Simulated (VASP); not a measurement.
Write the native input for VASP 6.6.1 that does the following.

| Quantity | Value |
| --- | --- |
| Task | electric field gradients |
| Functional | r2SCAN |
| Potentials or basis | VASP PAW PBE potentials, release 64 (Ba_sv, Ti_sv, O_h) |
| Cutoff | 910 eV |
| k mesh | 6 × 6 × 6 |
| Occupations | fermi-dirac, width 0.01 eV |
| Spin | no spin polarisation |
| Dipole correction | no |
| Further INCAR settings | ALGO = Normal; EDIFF = 1e-08; NBANDS = 28 |

The system is BaTiO3.

```
Ba Ti O
1.0
     2.84826    1.64444    2.33556
    -2.84826    1.64444    2.33556
     0.00000   -3.28888    2.33556
Ba Ti O
1 1 3
Direct
  0.00015 0.00015 0.00015
  0.51334 0.51334 0.51334
  0.48895 0.97972 0.48895
  0.48895 0.48895 0.97972
  0.97972 0.48895 0.48895
```

The input as run:

POSCAR

```
BaTiO3
1.0
    2.8482561214      1.6444414384      2.3355603327
   -2.8482561214      1.6444414384      2.3355603327
    0.0000000000     -3.2888828768      2.3355603327
Ba Ti O
1 1 3
Direct
    0.0001460400      0.0001460400      0.0001460400
    0.5133377100      0.5133377100      0.5133377100
    0.4889503100      0.9797166300      0.4889503100
    0.4889503100      0.4889503100      0.9797166300
    0.9797166300      0.4889503100      0.4889503100
```

INCAR.step1

```
ALGO = Normal
EDIFF = 1E-5
ENCUT = 910
GGA = PE
GGA_COMPAT = F
ISMEAR = -1
LASPH = T
LCHARG = F
LREAL = F
LWAVE = T
NBANDS = 28
NELM = 120
PREC = Accurate
SIGMA = 0.01
```

INCAR.step2

```
ALGO = Normal
EDIFF = 1E-8
ENCUT = 910
GGA_COMPAT = F
ISIF = 2
ISMEAR = -1
ISTART = 1
LASPH = T
LCHARG = F
LEFG = T
LMIXTAU = T
LREAL = F
LWAVE = F
METAGGA = R2SCAN
NBANDS = 28
NELM = 120
PREC = Accurate
SIGMA = 0.01
```

KPOINTS

```
k-points
0
Gamma
  6 6 6
```

Potentials or basis: VASP PAW PBE potentials, release 64 (Ba_sv, Ti_sv, O_h).

Launch:

```console
$ cat potpaw_PBE.64/Ba_sv/POTCAR potpaw_PBE.64/Ti_sv/POTCAR potpaw_PBE.64/O_h/POTCAR > POTCAR
$ cp INCAR.step1 INCAR
$ mpirun -np 1 vasp_std > vasp.out
$ cp INCAR.step2 INCAR
$ mpirun -np 1 vasp_std > vasp.out
```

It gave:

```
Pressure                                : -0.2 GPa
Largest force                           : 0.055 eV/Å
Band gap on the k mesh                  : 2.74 eV (least direct gap 3.17 eV)
Largest electric field gradient by atom : Ba +4.2; Ti +11.3; O +26.8 V/Å²
```

Caveat: the cutoff is under 1.25 times the usual one of these potentials, so pressure, stress and relaxed cells hold a basis-set (Pulay) error; without QUAD_EFG the Cq values of the log hold for a quadrupole moment of 1 mb, not for the nuclei; the PAW data sets were made with another functional, which shifts forces and pressure a little; spin-orbit coupling is left out, which moves the levels of the heavy elements.

It took 4 min on 1 thread of Intel(R) Xeon(R) 6975P-C (Granite Rapids), with other jobs on the host, peak memory 0.35 GiB.
